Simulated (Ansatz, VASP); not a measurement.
**One calculation of SiW6, two programs**

```xyz
7
Lattice="4.4683 0.0000 0.0000 -2.2341 3.8696 0.0000 0.0000 0.0000 21.7259" Properties=species:S:1:pos:R:3 pbc="T T T"
W     2.2341    1.2899    4.0000
W     0.0000    2.5797    4.9121
W     0.0000    0.0000    5.8242
W     2.2341    1.2899    6.6718
W     0.0000    2.5797    7.5323
W     0.0000    0.0000    8.3259
Si   -0.4965    1.7198   10.8259
```

Alike in both runs: task single point; functional PBE; dispersion D3(BJ); k mesh 6 × 6 × 1; occupations gaussian, width 0.1 eV; no spin polarisation.

```csv
,VASP,Ansatz
version,VASP 6.6.1,Ansatz 0.2.0
potentials or method,"VASP PAW PBE potentials, release 64 (W_sv, Si), cutoff 520 eV","scalar-relativistic, plane waves, PAW"
valence electrons in the cell,88,88
```

```csv
,VASP,Ansatz,Ansatz less VASP
gap on the k mesh at the Fermi level (eV),none,none,-
rms of the force components (eV/Å),0.926,0.916,-0.0093
```

Atom by atom the forces differ by 0.022 eV/Å (rms over components). A gap of «none» marks a metal or a gap that the smearing closes.

Spin-orbit coupling is off throughout.
